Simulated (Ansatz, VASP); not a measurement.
# SiW3: VASP beside Ansatz

Contents of INCAR:

```
PREC = Accurate ; ENCUT = 520
EDIFF = 1E-6 ; ISMEAR = 0
SIGMA = 0.15 ; LREAL = F
LASPH = T ; NELM = 60
ALGO = Fast ; ISIF = 2
LWAVE = F ; LCHARG = F
GGA = PE ; NBANDS = 31
```

The input KPOINTS:

```
Automatic mesh
0
Gamma
  14 14 14
```

Contents of POSCAR:

```
SiW3
1.0
   -2.6037661906      2.6037661906      2.7599921620
    2.6037661906     -2.6037661906      2.7599921620
    2.6037661906      2.6037661906     -2.7599921620
Si W
1 3
Direct
    0.0000000000      0.0000000000      0.0000000000
    0.5000000000      0.5000000000      0.0000000000
    0.5000000000      0.0000000000      0.5000000000
    0.0000000000      0.5000000000      0.5000000000
```

Input for Ansatz:

```yaml
crystal:
  lattice:
    - [-2.6037661906, 2.6037661906, 2.759992162]
    - [2.6037661906, -2.6037661906, 2.759992162]
    - [2.6037661906, 2.6037661906, -2.759992162]
  atoms:
    - { symbol: Si, position: [0.0, 0.0, 0.0] }
    - { symbol: W, position: [0.5, 0.5, 0.0] }
    - { symbol: W, position: [0.5, 0.0, 0.5] }
    - { symbol: W, position: [0.0, 0.5, 0.5] }
basis:
  ecutwfc: 420
kpoints:
  mp_grid: { grid: [14, 14, 14] }
hamiltonian:
  xc: pbe
scf:
  occupations: { method: gaussian, width: 0.15 }
output:
  forces: true
  stress: true
  eigenvalues: true
```

Change from the starting cell: strain +0.0600 x Voigt [0, 0, 1, 0, 0, 0], atoms carried along.

Alike in both runs: task single point; functional PBE; k mesh 14 × 14 × 14; occupations gaussian, width 0.15 eV; no spin polarisation.

|  | VASP | Ansatz |
| --- | --- | --- |
| version | VASP 6.6.1 | Ansatz 0.2.0 |
| potentials or method | VASP PAW PBE potentials, release 64 (Si, W_sv), cutoff 520 eV | scalar-relativistic, plane waves, PAW |
| valence electrons in the cell | 46 | 46 |

|  | VASP | Ansatz | Ansatz less VASP |
| --- | --- | --- | --- |
| gap on the k mesh at the Fermi level (eV) | none | none | - |
| pressure (GPa) | -8.4 | -8.6 | -0.26 |
| traceless stress, the component that is largest in VASP (GPa) | -8.97 | -8.82 | +0.149 |

A gap of «none» marks a metal or a gap that the smearing closes.

Spin-orbit coupling is off throughout.
